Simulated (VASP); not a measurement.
The system is HfB2.

```
CELL_PARAMETERS angstrom
0.00000 2.50000 2.50000
2.50000 0.00000 2.50000
2.50000 2.50000 0.00000
ATOMIC_POSITIONS crystal
Hf 0.00000 0.00000 0.00000
B 0.25000 0.25000 0.25000
B 0.75000 0.75000 0.75000
```

| Item | Value |
| --- | --- |
| Program | VASP 6.6.1 |
| Task | relaxation of cell and atoms |
| Functional | PBE |
| Potentials or basis | VASP PAW PBE potentials, release 64 (Hf_pv, B) |
| Cutoff | 500 eV |
| k mesh | 16 × 16 × 16 |
| Occupations | fermi-dirac, width 0.05 eV |
| Spin | no spin polarisation |

At the start: pressure 54.0 GPa; volume 10.42 Å³/atom.

**Question.** Where does the relaxation end?

**Answer.** Over 4 steps the energy falls by 410.6 meV/atom and the volume is 13.39 Å³/atom (+28.6 %); space group Fm-3m (No. 225, to 0.1 Å) before and after.

The path:
```csv
step,energy change (eV),largest force (eV/Å),pressure (GPa),volume (Å³)
1,0.0000,0.0000,54.03,31.25
2,-0.5327,0.0000,-19.17,49.98
3,-1.2315,0.0000,-0.59,40.38
4,-1.2318,0.0000,0.06,40.18
```

Final structure:
```xyz
3
Lattice="0.0000 2.7186 2.7186 2.7186 0.0000 2.7186 2.7186 2.7186 0.0000" Properties=species:S:1:pos:R:3 pbc="T T T"
Hf    0.0000    0.0000    0.0000
B     1.3593    1.3593    1.3593
B     4.0779    4.0779    4.0779
```

Caveat: the volume moved by over 15 % at a fixed basis, so the end points are rough.
